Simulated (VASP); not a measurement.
# Al2Pt (Fm-3m) in VASP: further runs, part 2 of 2

VASP 6.6.1. The steps go on from the part before.

## Step 5: Single point, PBEsol

This run uses another cell than the first one, of 14.93 Å³/atom, 0.868 times its volume.

The input, INCAR:

```
PREC = Accurate
ENCUT = 520
EDIFF = 1E-7
ISMEAR = 0
SIGMA = 0.1
LREAL = False
LASPH = True
NELM = 80
ALGO = Fast
ISIF = 2
LWAVE = False
LCHARG = False
GGA = PS
NBANDS = 15
```

The input, KPOINTS:

```
regular mesh
0
Gamma
  14 14 14
```

The input, POSCAR:

```
Al2Pt
1.0
    0.0000000000      2.8188910412      2.8188910412
    2.8188910412      0.0000000000      2.8188910412
    2.8188910412      2.8188910412      0.0000000000
Al Pt
2 1
Direct
    0.2500000000      0.2500000000      0.2500000000
    0.7500000000      0.7500000000      0.7500000000
    0.0000000000      0.0000000000      0.0000000000
```

Potentials or basis: VASP PAW PBE potentials, release 64 (Al, Pt).

Command:

```sh
$ cat potpaw_PBE.64/Al/POTCAR potpaw_PBE.64/Pt/POTCAR > POTCAR
$ mpirun -np 1 vasp_std > vasp.out
```

OUTCAR:

```text
PREC = Accurate
   ENCUT = 520
   EDIFF = 1E-7
   ISMEAR = 0
   LREAL = False
   LASPH = True
   NELM = 80
   ISIF = 2
   GGA = PS

 ion  position               nearest neighbor table
   1  0.250  0.250  0.250-   3 2.44   3 2.44   3 2.44   3 2.44   2 2.82   2 2.82   2 2.82   2 2.82
                             2 2.82   2 2.82
   2  0.750  0.750  0.750-   3 2.44   3 2.44   3 2.44   3 2.44   1 2.82   1 2.82   1 2.82   1 2.82
                             1 2.82   1 2.82
   3  0.000  0.000  0.000-   2 2.44   1 2.44   2 2.44   1 2.44   2 2.44   2 2.44   1 2.44   1 2.44

  LATTYP: Found a face centered cubic cell.
 ALAT       =     5.6377820824

  Lattice vectors:

 A1 = (   0.0000000000,   2.8188910412,   2.8188910412)
 A2 = (   2.8188910412,   0.0000000000,   2.8188910412)
 A3 = (   2.8188910412,   2.8188910412,   0.0000000000)

Analysis of symmetry for initial positions (statically):
=====================================================================
 Subroutine PRICEL returns:
 Original cell was already a primitive cell.

 Routine SETGRP: Setting up the symmetry group for a
 face centered cubic supercell.

 Subroutine GETGRP returns: Found 48 space group operations
 (whereof 48 operations were pure point group operations)
 out of a pool of 48 trial point group operations.

The static configuration has the point symmetry O_h .

Analysis of symmetry for dynamics (positions and initial velocities):
=====================================================================
 Subroutine PRICEL returns:
 Original cell was already a primitive cell.

 Routine SETGRP: Setting up the symmetry group for a
 face centered cubic supercell.

 Subroutine GETGRP returns: Found 48 space group operations
 (whereof 48 operations were pure point group operations)
 out of a pool of 48 trial point group operations.

The dynamic configuration has the point symmetry O_h .

 Subroutine INISYM returns: Found 48 space group operations
 (whereof 48 operations are pure point group operations),
 and found     1 'primitive' translations

[... 124 lines left out ...]
   IVDW    =     0    specifies the selected vdW correction
   LEPSILON=     F    determine dielectric tensor
   LRPA    =     F    only Hartree local field effects (RPA)
 non-spin polarized calculation
 RMM-DIIS sequential band-by-band and
 Gauss-broadening in eV      SIGMA  =   0.10
  energy-cutoff  :      520.00
  volume of cell :       44.80
 maximum number of plane-waves:      1243
 NGX is ok and might be reduce to    30
   NGX = 15   NGY = 15   NGZ = 15

 number of electron      16.0000001 magnetization

 Free energy of the ion-electron system (eV)
  ---------------------------------------------------
  ext. energy  EPLUGINS =         0.00000000
  ---------------------------------------------------
  free energy    TOTEN  =       -17.32043916 eV

  energy without entropy =      -17.31552934  energy(sigma->0) =      -17.31798425

 E-fermi :   9.6042     XC(G=0): -11.4458

 val. band max:        9.5691150891   @ k =   0.2857   0.2857   0.0000
 cond. band min:       9.6198839524   @ k =  -0.3571   0.2857   0.0714
 fundamental gap:      0.0507688633
 Fermi energy:         9.6041790165

 k-point     1 :       0.0000    0.0000    0.0000
  band No.  band energies     occupation
      1      -1.7126      2.00000
      2       3.7176      2.00000
      3       3.7176      2.00000
      4       3.7176      2.00000
      5       5.2322      2.00000
      6       5.2322      2.00000
      7      13.4609      0.00000
      8      13.4610      0.00000
      9      13.4610      0.00000
     10      13.6876      0.00000
     11      15.8563      0.00000
     12      15.8563      0.00000
     13      15.8563      0.00000
     14      16.4587      0.00000
[... 401 lines left out ...]
      2       3.2461      2.00000
      3       4.0555      2.00000
      4       4.0857      2.00000
      5       4.8859      2.00000
      6       5.4525      2.00000
      7       8.7736      2.00000
      8      10.7092      0.00000
      9      11.4547      0.00000
     10      13.7474      0.00000
     11      14.8428      0.00000
     12      16.5423      0.00000
     13      16.5793      0.00000
     14      17.1359      0.00000
     15      19.2382      0.00000

 [... further k-points ...]
[... 5 lines left out ...]
  --------------------------------------------------------------------------------------
  -------------------------------------------------------------------------------------
  Total        7.0075494      7.0075494      7.0075494      0.0000000     -0.0000000     -0.0000000
  in kB      250.6177853    250.6177853    250.6177853      0.0000000     -0.0000000     -0.0000000
  external PRESSURE =     250.6177853 kB  Pullay stress =       0.0000000 kB

 VOLUME and BASIS-vectors are now :
 -----------------------------------------------------------------------------
  energy-cutoff  :      520.00
  volume of cell :       44.80
      direct lattice vectors                 reciprocal lattice vectors
     0.000000000  2.818891041  2.818891041    -0.177374717  0.177374717  0.177374717
     2.818891041  0.000000000  2.818891041     0.177374717 -0.177374717  0.177374717
     2.818891041  2.818891041  0.000000000     0.177374717  0.177374717 -0.177374717

 POSITION                                       TOTAL-FORCE (eV/Angst)
 -----------------------------------------------------------------------------------
      1.40945      1.40945      1.40945         0.000000      0.000000      0.000000
      4.22834      4.22834      4.22834        -0.000000     -0.000000     -0.000000
      0.00000      0.00000      0.00000        -0.000000      0.000000      0.000000
 -----------------------------------------------------------------------------------
    total drift:                                0.000000     -0.000000     -0.000000

  FREE ENERGIE OF THE ION-ELECTRON SYSTEM (eV)
  ---------------------------------------------------
  free  energy   TOTEN  =       -17.3204391577 eV

  energy  without entropy=      -17.3155293413  energy(sigma->0) =      -17.31798425
```

Run time: 90 s. Hardware: 1 thread of Intel Xeon Platinum 8375C at 2.90GHz (Ice Lake), shared host; peak memory 0.21 GiB.

What came out:

| Property | Result |
| --- | --- |
| Free energy | -17.3204 eV |
| Pressure | 25.1 GPa |
| Band gap on the k mesh | zero (band 8 reaches 13.46 eV, above the bottom of band 9 at 7.70 eV) |

Caveat: the PAW data sets were made with another functional, which shifts forces and pressure a little; spin-orbit coupling is left out, which moves the levels of the heavy elements.

## Step 6: Summary

```csv
cell,k mesh,gap on the mesh (eV),pressure (GPa)
"a = 4.180 Å, angles 60.0°, 3 atoms",12 × 12 × 12,none,-1.0
"a = 3.743 Å, angles 60.0°, 3 atoms",14 × 14 × 14,none,90.5
"a = 3.871 Å, angles 60.0°, 3 atoms",14 × 14 × 14,none,50.2
"a = 3.987 Å, angles 60.0°, 3 atoms",14 × 14 × 14,none,25.1
```

Alike in all rows: task single point; level PBEsol; potentials or basis VASP PAW PBE potentials, release 64 (Al, Pt); no spin polarisation; cutoff (eV) 520; smearing gaussian 0.1 eV.

Caveats: the PAW data sets were made with another functional, which shifts forces and pressure a little; spin-orbit coupling is left out, which moves the levels of the heavy elements.

Absolute energies hang on the potentials; compare differences alone.
